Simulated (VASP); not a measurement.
PdPt2: single point with PBE

Crystal: PdPt2.

```xyz
3
Lattice="0.0000 3.0173 3.0173 3.0173 0.0000 3.0173 3.0173 3.0173 0.0000" Properties=species:S:1:pos:R:3 pbc="T T T"
Pd    0.0000    0.0000    0.0000
Pt    1.5086    1.5086    1.5086
Pt    4.5259    4.5259    4.5259
```

```json
{"Program": "VASP 6.6.1", "Task": "single point", "Functional": "PBE", "Potentials or basis": "VASP PAW PBE potentials, release 64 (Pd, Pt)", "Cutoff": "520 eV", "k mesh": "6 × 6 × 6", "Occupations": "gaussian, width 0.1 eV", "Spin": "collinear spin, ferromagnetic start", "Starting moments": "[1.0, 0.0, 0.0] μB"}
```

```
Pressure                                              : -0.2 GPa
Net moment                                            : 1.14 μB per cell
Site moments                                          : Pd +0.28; Pt +0.41 μB
Valence electrons inside the program's atomic spheres : Pd 9.61; Pt 9.07
```

Levels at points of the mesh, in eV from the Fermi level:
Spin up:
```
           k point  band 12  band 13  band 14  band 15  band 16  band 17  band 18  band 19  band 20  band 21
(0.00, 0.00, 0.00)    -0.42    -0.42    -0.42    -0.09    -0.09     7.49     8.44     8.44     8.44     9.42
(0.50, 0.00, 0.00)    -1.92    -1.02    -1.02    -0.30    -0.30     0.72     7.92     7.92     8.55     9.41
(0.50, 0.50, 0.00)    -1.08    -0.16    -0.02    -0.02     0.52     1.07     2.22     2.22     5.75     9.94
```
Spin down:
```
           k point  band 12  band 13  band 14  band 15  band 16  band 17
(0.00, 0.00, 0.00)    -0.15    -0.15    -0.15     0.26     0.26     7.67
(0.50, 0.00, 0.00)    -1.72    -0.76    -0.76    -0.03    -0.03     0.97
(0.50, 0.50, 0.00)    -0.82     0.18     0.25     0.25     0.66     1.35
```

Wall time 31 s on 1 thread of Intel(R) Xeon(R) Platinum 8488C (Sapphire Rapids), with other jobs on the host, peak memory 0.22 GiB.

Caveat: spin-orbit coupling is left out, which moves the levels of the heavy elements.
